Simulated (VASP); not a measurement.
Ni:

```
Ni
1.0
     1.40000    1.40000    1.40000
    -1.40000    1.40000    1.40000
    -1.40000   -1.40000    1.40000
Ni
1
Direct
  0.00000 0.00000 0.00000
```

- Program: VASP 6.6.1
- Task: relaxation of cell and atoms
- Functional: r2SCAN
- Dispersion: D4
- Potentials or basis: VASP PAW PBE potentials, release 64 (Ni)
- Cutoff: 600 eV
- k mesh: 9 × 9 × 9
- Occupations: fermi-dirac, width 0.05 eV
- Spin: collinear spin, ferromagnetic start
- Starting moments: [1.5] μB

At the start: pressure -9.5 GPa; volume 10.98 Å³/atom.

Where does the relaxation end?

Over 3 steps the energy falls by 15.9 meV/atom and the volume is 10.47 Å³/atom (-4.6 %); space group Im-3m (No. 229, to 0.05 Å); moment 0.58 μB per cell.

Step by step:
```csv
step,energy change (eV),largest force (eV/Å),pressure (GPa),volume (Å³)
1,0.0000,0.0000,-9.50,10.98
2,0.0019,0.0000,12.34,9.97
3,-0.0159,0.0000,-0.28,10.47
```

Final structure:
```
CELL_PARAMETERS angstrom
1.37803 1.37803 1.37803
-1.37803 1.37803 1.37803
-1.37803 -1.37803 1.37803
ATOMIC_POSITIONS crystal
Ni 0.00000 0.00000 0.00000
```

Caveat: the PAW data sets were made with another functional, which shifts forces and pressure a little; pairwise dispersion overbinds metals, which lowers pressure and volume.
